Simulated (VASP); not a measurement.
MoS2: single point with revPBE

Crystal: MoS2.

```
Mo S
1.0
     1.58000    0.91221    6.15000
    -1.58000    0.91221    6.15000
     0.00000   -1.82443    6.15000
Mo S
1 2
Cartesian
  0.0000 0.0000 0.0000
  0.0000 0.0000 7.6936
  0.0000 0.0000 4.6125
```

```
Program             : VASP 6.6.1
Task                : single point
Functional          : revPBE
Potentials or basis : VASP PAW PBE potentials, release 64 (Mo_sv, S)
Cutoff              : 520 eV
k mesh              : 6 × 6 × 6
Occupations         : fermi-dirac, width 0.05 eV
Spin                : no spin polarisation
```

```json
{
  "Pressure": "7.1 GPa",
  "Largest force": "0.554 eV/Å",
  "Band gap on the k mesh": "0.95 eV (least direct gap 1.71 eV)"
}
```

Forces on the atoms (eV/Å):
```
Mo   0.000  0.000  0.087
S    0.000  0.000  0.466
S    0.000  0.000 -0.554
```

Stress tensor (GPa, compression positive):
```
6.27 0.00 0.00
0.00 6.27 0.00
0.00 0.00 8.74
```

Levels at points of the mesh, in eV from the valence-band top:
| k point | band 9 | band 10 | band 11 | band 12 | band 13 | band 14 | band 15 | band 16 | band 17 | band 18 |
| --- | --- | --- | --- | --- | --- | --- | --- | --- | --- | --- |
| (0.00, 0.00, 0.00) | -3.46 | -2.33 | -2.33 | -1.27 | -1.14 | 2.03 | 2.03 | 2.45 | 2.45 | 5.57 |
| (0.50, 0.00, 0.00) | -5.07 | -4.05 | -2.37 | -1.67 | -1.48 | 1.60 | 2.04 | 3.51 | 3.52 | 5.35 |
| (0.50, 0.50, 0.00) | -4.78 | -3.98 | -2.92 | -1.85 | -1.32 | 1.56 | 2.16 | 3.07 | 3.92 | 6.05 |
| (0.50, 0.50, 0.50) | -3.47 | -3.45 | -2.30 | -2.30 | 0.00 | 2.13 | 2.13 | 2.32 | 2.32 | 5.65 |

It took 2.8 min on 1 thread of Intel Xeon 8259CL, with other jobs on the host, peak memory 0.31 GiB.

Caveat: the cell stands under pressure; the PAW data sets were made with another functional, which shifts forces and pressure a little. A k mesh can miss the band edges.
